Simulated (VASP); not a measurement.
# MgZn3 (P-6m2) in VASP: further runs

MgZn3 is run at these levels: LDA; tasks: single point, relaxation of cell and atoms.

All numbers are computed with VASP 6.6.1; they aren't measurements. Logs are shortened: lines on timing, memory, paths and dates and some standing lists are left out, and cuts for length are marked.

## (1) The cell of the first run

It takes space group P-6m2 (No. 187, hexagonal). The conventional cell has a = 2.903 Å, b = 2.903 Å, c = 8.353 Å, α = 90.00°, β = 90.00°, γ = 120.00°. Within 3.7 Å of Mg (site symmetry -6m2) lie 6 Zn at 2.78 Å and 6 Mg at 2.90 Å. Zn (site symmetry -6m2) has 12 Zn at 2.58 to 2.90 Å within 3.4 Å. Zn (site symmetry 3m) has 9 Zn at 2.58 to 2.90 Å and 3 Mg at 2.78 Å within 3.4 Å.

## (2) Single point, LDA

INCAR reads:

```
SYSTEM = MgZn3
  PREC = Accurate
  ENCUT = 520
  EDIFF = 1E-6
  ISMEAR = 0
  SIGMA = 0.1
  LREAL = .False.
  LASPH = .True.
  NELM = 100
  ALGO = Normal
  ISIF = 2
  LWAVE = .False.
  LCHARG = .True.
  LELF = .True.
  LVHAR = .True.
  NBANDS = 27
```

KPOINTS reads:

```
Automatic mesh
0
Gamma
  10 10 3
  0 0 0
```

POSCAR reads:

```
MgZn3
1.0
    2.9026898300      0.0000000000      0.0000000000
   -1.4513449150      2.5138031321      0.0000000000
    0.0000000000      0.0000000000      8.3534704158
Mg Zn
1 3
Direct
    0.6666666667      0.3333333333      0.5000000000
    0.6666666667      0.3333333333      0.0000000000
    0.0000000000      0.0000000000      0.7655479678
    0.0000000000      0.0000000000      0.2344520322
```

Potentials or basis: VASP PAW LDA potentials, release 64 (Mg, Zn).

On the command line:

```
$ cat potpaw_LDA.64/Mg/POTCAR potpaw_LDA.64/Zn/POTCAR > POTCAR
$ mpirun -np 1 vasp_std > vasp.out
```

OUTCAR:

```text
SYSTEM = MgZn3
   PREC = Accurate
   ENCUT = 520
   EDIFF = 1E-6
   ISMEAR = 0
   LREAL = .False.
   LASPH = .True.
   NELM = 100
   ISIF = 2

 ion  position               nearest neighbor table
   1  0.667  0.333  0.500-   3 2.78   4 2.78   3 2.78   4 2.78   3 2.78   4 2.78
   2  0.667  0.333  0.000-   3 2.58   4 2.58   3 2.58   4 2.58   3 2.58   4 2.58
   3  0.000  0.000  0.766-   2 2.58   2 2.58   2 2.58   1 2.78   1 2.78   1 2.78
   4  0.000  0.000  0.234-   2 2.58   2 2.58   2 2.58   1 2.78   1 2.78   1 2.78

  LATTYP: Found a hexagonal cell.
 ALAT       =     2.9026898300
 C/A-ratio  =     2.8778377660

  Lattice vectors:

 A1 = (   2.9026898300,   0.0000000000,   0.0000000000)
 A2 = (  -1.4513449150,   2.5138031321,   0.0000000000)
 A3 = (   0.0000000000,   0.0000000000,   8.3534704158)

Analysis of symmetry for initial positions (statically):
=====================================================================
 Subroutine PRICEL returns:
 Original cell was already a primitive cell.

 Routine SETGRP: Setting up the symmetry group for a
 hexagonal supercell.

 Subroutine GETGRP returns: Found 12 space group operations
 (whereof 12 operations were pure point group operations)
 out of a pool of 24 trial point group operations.

The static configuration has the point symmetry D_3h.

Analysis of symmetry for dynamics (positions and initial velocities):
=====================================================================
 Subroutine PRICEL returns:
 Original cell was already a primitive cell.

 Routine SETGRP: Setting up the symmetry group for a
 hexagonal supercell.

 Subroutine GETGRP returns: Found 12 space group operations
 (whereof 12 operations were pure point group operations)
 out of a pool of 24 trial point group operations.

The dynamic configuration has the point symmetry D_3h.

 Subroutine INISYM returns: Found 12 space group operations
 (whereof 12 operations are pure point group operations),
 and found     1 'primitive' translations

----------------------------------------------------------------------------------------

                                     Primitive cell

  volume of cell :      60.9535

  direct lattice vectors                    reciprocal lattice vectors
     2.902689830  0.000000000  0.000000000     0.344508045  0.198901813  0.000000000
    -1.451344915  2.513803132  0.000000000     0.000000000  0.397803626  0.000000000
     0.000000000  0.000000000  8.353470416     0.000000000  0.000000000  0.119710725

  length of vectors
     2.902689830  2.902689830  8.353470416     0.397803626  0.397803626  0.119710725

  position of ions in fractional coordinates (direct lattice)
     0.666666667  0.333333333  0.500000000
     0.666666667  0.333333333  0.000000000
     0.000000000  0.000000000  0.765547968
     0.000000000  0.000000000  0.234452032

  ion indices of the primitive-cell ions
   primitive index   ion index
                 1           1
                 2           2
                 3           3
                 4           4

----------------------------------------------------------------------------------------

 KPOINTS: Automatic mesh

Automatic generation of k-mesh.
 Grid dimensions read from file:
 generate k-points for:   10   10    3

 Generating k-lattice:

  Cartesian coordinates                     Fractional coordinates (reciprocal lattice)
     0.034450805  0.019890181  0.000000000     0.100000000  0.000000000  0.000000000
     0.000000000  0.039780363  0.000000000     0.000000000  0.100000000  0.000000000
     0.000000000  0.000000000  0.039903575     0.000000000  0.000000000  0.333333333

  Length of vectors
     0.039780363  0.039780363  0.039903575

  Shift w.r.t. Gamma in fractional coordinates (k-lattice)
     0.000000000  0.000000000  0.000000000

 Subroutine IBZKPT returns following result:
 ===========================================

 Found     28 irreducible k-points:

 Following reciprocal coordinates:
            Coordinates               Weight
  0.000000  0.000000  0.000000      1.000000
  0.100000  0.000000  0.000000      6.000000
  0.200000  0.000000  0.000000      6.000000
  0.300000 -0.000000  0.000000      6.000000
  0.400000  0.000000  0.000000      6.000000
  0.500000 -0.000000  0.000000      3.000000
[... 16 lines left out ...]
  0.300000  0.100000  0.333333     24.000000
  0.400000  0.100000  0.333333     24.000000
 [... further k-points ...]
   k-points           NKPTS =     28   k-points in BZ     NKDIM =     28   number of bands    NBANDS=     27
   number of dos      NEDOS =    301   number of ions     NIONS =      4
   total plane-waves  NPLWV =  36864
   dimension x,y,z NGX =    24 NGY =   24 NGZ =   64
   dimension x,y,z NGXF=    48 NGYF=   48 NGZF=  128
   ions per type =               1   3
   NGX,Y,Z   is equivalent  to a cutoff of  13.75, 13.75, 12.74 a.u.
   NGXF,Y,Z  is equivalent  to a cutoff of  27.49, 27.49, 25.47 a.u.
 SYSTEM =  MgZn3
   PREC   = accura    normal or accurate (medium, high low for compatibility)
   ISTART =      0    job   : 0-new  1-cont  2-samecut
   ICHARG =      2    charge: 1-file 2-atom 10-const
   ISPIN  =      1    spin polarized calculation?
   LNONCOLLINEAR =      F non collinear calculations
   LSORBIT =      F    spin-orbit coupling
   LASPH  =      T    aspherical Exc in radial PAW
   ENCUT  =  520.0 eV  38.22 Ry    6.18 a.u.   5.40  5.40 15.53*2*pi/ulx,y,z
   NELM   =    100;   NELMIN=  2; NELMDL= -5     # of ELM steps
   EDIFF  = 0.1E-05   stopping-criterion for ELM
   LREAL  =      F    real-space projection
   EDIFFG = 0.1E-04   stopping-criterion for IOM
   NSW    =      0    number of steps for IOM
   IBRION =     -1    ionic relax: 0-MD 1-quasi-New 2-CG
   NFREE  =      0    steps in history (QN), initial steepest desc. (CG)
   ISIF   =      2    stress and relaxation
   ISYM   =      2    0-nonsym 1-usesym 2-fastsym
   POTIM  = 0.5000    time-step for ionic-motion
   TEBEG  =    0.0;   TEEND  =   0.0 temperature during run
   PSTRESS=    0.0 pullay stress
   NELECT =      38.0000    total number of electrons
   NUPDOWN=      -1.0000    fix difference up-down
   EMIN   =  10.00;   EMAX   =-10.00  energy-range for DOS
   EFERMI =   0.00;   METHOD = LEGACY
   ISMEAR =     0;   SIGMA  =   0.10  broadening in eV -4-tet -1-fermi 0-gaus
   EFERMI_NEDOS =   21; number of points for ismear=-14 and -15
   IALGO  =     38    algorithm
   IMIX   =      4    mixing-type and parameters
     AMIX     =   0.40;   BMIX     =  1.00
     AMIX_MAG =   1.60;   BMIX_MAG =  1.00
  volume/ion in A,a.u.               =      15.24       102.83
  Fermi-wavevector in a.u.,A,eV,Ry     =   1.398523  2.642826 26.611197  1.955868
  Thomas-Fermi vector in A             =   2.521673
   LORBIT       =      0    0 simple, 1 ext, 2 COOP (PROOUT), +10 PAW based schemes
   GGA     = CA    functional components
   LHFCALC =     F    Hartree Fock is set to
   AEXX    =    0.0000 exact exchange contribution
   IVDW    =     0    specifies the selected vdW correction
   LEPSILON=     F    determine dielectric tensor
   LRPA    =     F    only Hartree local field effects (RPA)
 non-spin polarized calculation
 Gauss-broadening in eV      SIGMA  =   0.10
  energy-cutoff  :      520.00
  volume of cell :       60.95
 maximum number of plane-waves:      1675
 NGX is ok and might be reduce to    24
   NGX = 11   NGY = 11   NGZ = 31

 number of electron      38.0000031 magnetization

 Free energy of the ion-electron system (eV)
  ---------------------------------------------------
  ext. energy  EPLUGINS =         0.00000000
  ---------------------------------------------------
  free energy    TOTEN  =        -7.40605249 eV

  energy without entropy =       -7.39431939  energy(sigma->0) =       -7.40018594

 E-fermi :   3.2963     XC(G=0): -11.4146

 val. band max:        3.2918853753   @ k =   0.3000   0.2000   0.3333
 cond. band min:       3.3287598476   @ k =   0.4000   0.1000   0.0000
 fundamental gap:      0.0368744723
 Fermi energy:         3.2963383639

 k-point     1 :       0.0000    0.0000    0.0000
  band No.  band energies     occupation
      1      -6.8974      2.00000
      2      -5.1168      2.00000
      3      -5.1165      2.00000
      4      -4.5406      2.00000
      5      -4.5406      2.00000
      6      -4.5277      2.00000
[... 19 lines left out ...]
     26      17.0777      0.00000
     27      17.5224      0.00000

 k-point     2 :       0.1000    0.0000    0.0000
  band No.  band energies     occupation
      1      -6.6600      2.00000
      2      -5.0469      2.00000
      3      -4.9631      2.00000
      4      -4.5889      2.00000
      5      -4.5827      2.00000
      6      -4.5296      2.00000
[... 19 lines left out ...]
     26      15.0674      0.00000
     27      16.3924      0.00000

 k-point     3 :       0.2000    0.0000    0.0000
  band No.  band energies     occupation
      1      -5.9962      2.00000
      2      -4.9318      2.00000
      3      -4.8004      2.00000
      4      -4.6617      2.00000
      5      -4.5597      2.00000
      6      -4.5253      2.00000
[... 19 lines left out ...]
     26      14.6812      0.00000
     27      14.7575      0.00000

 k-point     4 :       0.3000   -0.0000    0.0000
  band No.  band energies     occupation
      1      -5.2743      2.00000
      2      -4.9173      2.00000
      3      -4.9165      2.00000
      4      -4.6701      2.00000
      5      -4.5641      2.00000
      6      -4.5539      2.00000
[... 19 lines left out ...]
     26      13.4886      0.00000
     27      13.9635      0.00000

 k-point     5 :       0.4000    0.0000    0.0000
  band No.  band energies     occupation
      1      -5.1255      2.00000
      2      -5.0286      2.00000
      3      -4.9679      2.00000
      4      -4.6464      2.00000
      5      -4.6120      2.00000
      6      -4.5894      2.00000
[... 19 lines left out ...]
     26      11.3162      0.00000
     27      12.6330      0.00000

 k-point     6 :       0.5000   -0.0000    0.0000
  band No.  band energies     occupation
      1      -5.1238      2.00000
      2      -5.0714      2.00000
      3      -5.0031      2.00000
      4      -4.6806      2.00000
      5      -4.6043      2.00000
      6      -4.6033      2.00000
[... 444 lines left out ...]
      1      -6.0942      2.00000
      2      -5.0003      2.00000
      3      -4.9475      2.00000
      4      -4.6161      2.00000
      5      -4.6056      2.00000
      6      -4.5351      2.00000
[... 19 lines left out ...]
     26      14.7486      0.00000
     27      15.3096      0.00000

 k-point    22 :       0.2000    0.1000    0.3333
  band No.  band energies     occupation
      1      -5.3880      2.00000
      2      -4.8968      2.00000
      3      -4.8707      2.00000
      4      -4.6589      2.00000
      5      -4.6080      2.00000
      6      -4.4854      2.00000
[... 19 lines left out ...]
     26      11.8816      0.00000
     27      13.3708      0.00000

 k-point    23 :       0.3000    0.1000    0.3333
  band No.  band energies     occupation
      1      -5.0723      2.00000
      2      -4.9723      2.00000
      3      -4.8995      2.00000
      4      -4.6494      2.00000
      5      -4.6003      2.00000
      6      -4.5505      2.00000
[... 19 lines left out ...]
     26      10.7967      0.00000
     27      12.2497      0.00000

 k-point    24 :       0.4000    0.1000    0.3333
  band No.  band energies     occupation
      1      -5.0606      2.00000
      2      -5.0437      2.00000
      3      -4.9545      2.00000
      4      -4.6570      2.00000
      5      -4.6169      2.00000
      6      -4.5658      2.00000
[... 19 lines left out ...]
     26      10.9037      0.00000
     27      12.2036      0.00000

 [... further k-points ...]
[... 5 lines left out ...]
  --------------------------------------------------------------------------------------
  -------------------------------------------------------------------------------------
  Total       -0.0504705     -0.0504705     -0.1287738      0.0000000     -0.0000000      0.0000000
  in kB       -1.3266275     -1.3266275     -3.3848475      0.0000000     -0.0000000      0.0000000
  external PRESSURE =      -2.0127008 kB  Pullay stress =       0.0000000 kB

 VOLUME and BASIS-vectors are now :
 -----------------------------------------------------------------------------
  energy-cutoff  :      520.00
  volume of cell :       60.95
      direct lattice vectors                 reciprocal lattice vectors
     2.902689830  0.000000000  0.000000000     0.344508045  0.198901813  0.000000000
    -1.451344915  2.513803132  0.000000000     0.000000000  0.397803626  0.000000000
     0.000000000  0.000000000  8.353470416     0.000000000  0.000000000  0.119710725

 POSITION                                       TOTAL-FORCE (eV/Angst)
 -----------------------------------------------------------------------------------
      1.45134      0.83793      4.17674        -0.000000      0.000000     -0.000000
      1.45134      0.83793      0.00000        -0.000000     -0.000000     -0.000000
      0.00000      0.00000      6.39498         0.000000     -0.000000     -0.062466
      0.00000      0.00000      1.95849         0.000000     -0.000000      0.062466
 -----------------------------------------------------------------------------------
    total drift:                               -0.000000      0.000000      0.000000

  FREE ENERGIE OF THE ION-ELECTRON SYSTEM (eV)
  ---------------------------------------------------
  free  energy   TOTEN  =        -7.4060524914 eV

  energy  without entropy=       -7.3943193940  energy(sigma->0) =       -7.40018594
```

Run time: 24 s. Hardware: 1 thread of Intel Xeon Platinum 8488C (Sapphire Rapids), shared host; peak memory 0.18 GiB.

Results:

| Quantity | Value |
| --- | --- |
| Free energy | -7.4061 eV |
| Pressure | -0.2 GPa |
| Largest force | 0.062 eV/Å |
| Band gap on the k mesh | zero (band 19 reaches 4.91 eV, above the bottom of band 20 at 2.32 eV) |

Forces on the atoms (eV/Å):
```
Mg   0.000  0.000  0.000
Zn   0.000  0.000  0.000
Zn   0.000  0.000 -0.062
Zn   0.000  0.000  0.062
```

Stress tensor (GPa, compression positive):
```
-0.13  0.00  0.00
 0.00 -0.13  0.00
 0.00  0.00 -0.34
```

(Continued in part 2 of 2.)
